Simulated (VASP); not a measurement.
Here is a VASP 6.6.1 calculation.

INCAR

```
ALGO = Normal
EDIFF = 1E-6
ENCUT = 520
GGA = PE
ISIF = 2
ISMEAR = 0
LASPH = True
LCHARG = False
LREAL = False
LWAVE = False
NBANDS = 36
NELM = 100
PREC = Accurate
SIGMA = 0.1
```

KPOINTS

```
k-points
0
Gamma
  4 4 4
```

Contents of POSCAR:

```
Nb2H
1.0
    4.3481597294      0.0000000000      0.0000000000
    0.0000000000      4.3481597294      0.0000000000
    0.0000000000      0.0000000000      4.3481597294
Nb H
4 2
Direct
    0.2500000000      0.2500000000      0.7500000000
    0.7500000000      0.2500000000      0.2500000000
    0.2500000000      0.7500000000      0.2500000000
    0.7500000000      0.7500000000      0.7500000000
    0.5000000000      0.5000000000      0.5000000000
    0.0000000000      0.0000000000      0.0000000000
```

Potentials or basis: VASP PAW PBE potentials, release 64 (Nb_sv, H).

Run with:

```console
$ cat potpaw_PBE.64/Nb_sv/POTCAR potpaw_PBE.64/H/POTCAR > POTCAR
$ mpirun -np 1 vasp_std > vasp.out
```

Predict the band gap on the k mesh.

zero (band 27 reaches 10.45 eV, above the bottom of band 28 at 9.15 eV).

Estimate the pressure.

-0.5 GPa.

Caveat: the k points lie up to 0.36 Å⁻¹ apart.
